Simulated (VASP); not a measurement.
AgCl:

```
Ag Cl
1.0
     3.39559    0.00000    0.00000
     0.00000    3.39559    0.00000
     0.00000    0.00000    3.39559
Ag Cl
1 1
Direct
  0.00000 0.00000 0.00000
  0.50000 0.50000 0.50000
```

Base run:

| Quantity | Value |
| --- | --- |
| Program | VASP 6.6.1 |
| Functional | PBE |
| Potentials or basis | VASP PAW PBE potentials, release 64 (Ag, Cl) |
| Cutoff | 500 eV |
| k mesh | 6 × 6 × 6 |
| Occupations | fermi-dirac, width 0.05 eV |
| Spin | no spin polarisation |

Its results: band gap on the k mesh 0.58 eV (least direct gap 2.19 eV); pressure 1.5 GPa.

Problem. After a change of settings the same cell gave: band gap on the k mesh 0.58 eV (least direct gap 2.19 eV); pressure -1.2 GPa. Which change was it?
A. occupations from fermi-dirac, width 0.05 eV to gaussian, width 0.01 eV; dispersion from none to D4
B. k mesh from 6 × 6 × 6, through Γ to 6 × 6 × 6, shifted; occupations from fermi-dirac, width 0.05 eV to gaussian, width 0.01 eV
C. k mesh from 6 × 6 × 6 to 3 × 3 × 3; occupations from fermi-dirac, width 0.05 eV to gaussian, width 0.01 eV

Solution. A.

Caveats: the structure was generated, so it needn't be the stable form of AgCl; semilocal functionals underestimate gaps, and a narrow one can read as zero.
